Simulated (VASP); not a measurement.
Here is a VASP 6.6.1 calculation.

Contents of INCAR:

```
PREC = Accurate
ENCUT = 400
EDIFF = 1E-8
ISMEAR = -1
SIGMA = 0.05
LREAL = F
LASPH = T
NELM = 120
ALGO = Normal
ISIF = 2
LWAVE = F
LCHARG = F
GGA = PE
LEFG = T
NBANDS = 12
GGA_COMPAT = F
```

Contents of KPOINTS:

```
regular mesh
0
Gamma
  15 15 15
```

Contents of POSCAR:

```
Ti
1.0
    0.0000000000      2.0300000000      2.0503000000
    2.0300000000      0.0000000000      2.0503000000
    2.0300000000      2.0300000000      0.0000000000
Ti
1
Direct
    0.0000000000      0.0000000000      0.0000000000
```

Potentials or basis: VASP PAW PBE potentials, release 64 (Ti_sv).

Command:

```console
$ cat potpaw_PBE.64/Ti_sv/POTCAR > POTCAR
$ mpirun -np 1 vasp_std > vasp.out
```

(1) Estimate the pressure.

(2) What does it give for the band gap on the k mesh?

## Answers

(1) 2.2 GPa.

(2) zero (bands 6 and 7 overlap by 1.14 eV).

Caveat: the cell differs from its parent crystal (zz strain of +1 %); without QUAD_EFG the Cq values of the log hold for a quadrupole moment of 1 mb, not for the nuclei.
